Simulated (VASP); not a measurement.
Ni:

```
Ni
1.0
     0.00000    1.75850    1.75850
     1.75850    0.00000    1.75850
     3.51700    3.51700    0.00000
Ni
2
Cartesian
  0.0000 0.0000 0.0000
  1.7585 1.7585 0.0000
```

Base run:

```yaml
Program: VASP 6.6.1
Functional: r2SCAN
Potentials_or_basis: VASP PAW PBE potentials, release 64 (Ni)
Cutoff: 520 eV
k_mesh: 12 × 12 × 6
Occupations: fermi-dirac, width 0.1 eV
Spin: collinear spin, ferromagnetic start
Starting_moments: "[2.0, 2.0] μB"
```

Its results: pressure -6.2 GPa; net moment 1.46 μB per cell.

Problem. The run is repeated on the same cell with these changes: spin from collinear spin, ferromagnetic start to collinear spin, antiferromagnetic start; moments at the start from [2.0, 2.0] to [0.8, -0.8]. What comes out?

Solution. Pressure -8.5 GPa; net moment 0.00 μB per cell.

Caveats: the cell stands under tension; the PAW data sets were made with another functional, which shifts forces and pressure a little; the moments typed at the start vanished in this run (at least some runs).
